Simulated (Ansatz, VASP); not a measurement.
# Two plane-wave programs on Pb

```xyz
1
Lattice="-1.9797 1.9797 1.9797 1.9797 -1.9797 1.9797 1.9797 1.9797 -1.9797" Properties=species:S:1:pos:R:3 pbc="T T T"
Pb    0.0000    0.0000    0.0000
```

Alike in both runs: task single point; functional r2SCAN; k mesh 9 × 9 × 9; no spin polarisation.

|  | VASP | Ansatz |
| --- | --- | --- |
| version | VASP 6.6.1 | Ansatz 0.2.0 |
| potentials or method | VASP PAW PBE potentials, release 64 (Pb_d) | plane waves, PAW |
| plane-wave cutoff (eV) | 550 | 500 |
| occupations | methfessel-paxton of order 1, width 0.15 eV | cold, width 0.15 eV |
| valence electrons in the cell | 14 | 14 |

Ansatz gave:

| Property | Result |
| --- | --- |
| pressure (GPa) | -0.4 |

Problem. Estimate VASP's values.

Solution. Pressure (GPa): -0.5.

VASP's potentials were made for PBE, not for r2SCAN.

Spin-orbit coupling is off throughout.
